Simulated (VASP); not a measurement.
Input of a VASP 6.6.1 run:

The input POSCAR:

```
ZnO
1.0
    0.0587498116      2.1925202079      2.1925202079
    2.1925202079      0.0587498116      2.1925202079
    2.1925202079      2.1925202079      0.0587498116
Zn O
1 1
Direct
    0.0000000000      0.0000000000      0.0000000000
    0.5000000000      0.5000000000      0.5000000000
```

File INCAR.step1:

```
ALGO     = Normal         # electronic algorithm
EDIFF    = 1E-4           # SCF threshold, eV
ENCUT    = 520            # plane-wave cutoff, eV
GGA      = PE             # functional
ISMEAR   = 0              # smearing method
LASPH    = T              # aspherical terms in the spheres
LCHARG   = F              # write CHGCAR
LREAL    = F              # projectors in reciprocal space
LWAVE    = T              # write WAVECAR
NBANDS   = 16             # bands
NELM     = 100            # most SCF steps
PREC     = Accurate       # precision mode
SIGMA    = 0.01           # smearing width, eV
```

INCAR.step2

```
ALGO     = Normal         # electronic algorithm
EDIFF    = 1E-6           # SCF threshold, eV
ENCUT    = 520            # plane-wave cutoff, eV
ISIF     = 2              # what is computed and relaxed
ISMEAR   = 0              # smearing method
ISTART   = 1            
LASPH    = T              # aspherical terms in the spheres
LCHARG   = T              # write CHGCAR
LELF     = T              # ELF
LMIXTAU  = T            
LREAL    = F              # projectors in reciprocal space
LVHAR    = T            
LWAVE    = F              # write WAVECAR
METAGGA  = R2SCAN         # meta-GGA
NBANDS   = 16             # bands
NELM     = 100            # most SCF steps
PREC     = Accurate       # precision mode
SIGMA    = 0.01           # smearing width, eV
```

KPOINTS

```
k-points
0
Gamma
  10 10 10
```

Potentials or basis: VASP PAW PBE potentials, release 64 (Zn, O).

Command:

```sh
$ cat potpaw_PBE.64/Zn/POTCAR potpaw_PBE.64/O/POTCAR > POTCAR
$ cp INCAR.step1 INCAR
$ mpirun -np 1 vasp_std > vasp.out
$ cp INCAR.step2 INCAR
$ mpirun -np 1 vasp_std > vasp.out
```

Question: Estimate the band gap on the k mesh.

Answer: 1.29 eV, indirect (least direct gap 2.50 eV).

Question: Estimate the pressure.

Answer: -5.9 GPa.

Stress tensor (GPa, compression positive):
```
-5.91 -2.70 -2.70
-2.70 -5.91 -2.70
-2.70 -2.70 -5.91
```

Caveat: the cell differs from its parent crystal (strain along [111] +4.1%); the PAW data sets were made with another functional, which shifts forces and pressure a little. A k mesh can miss the band edges.
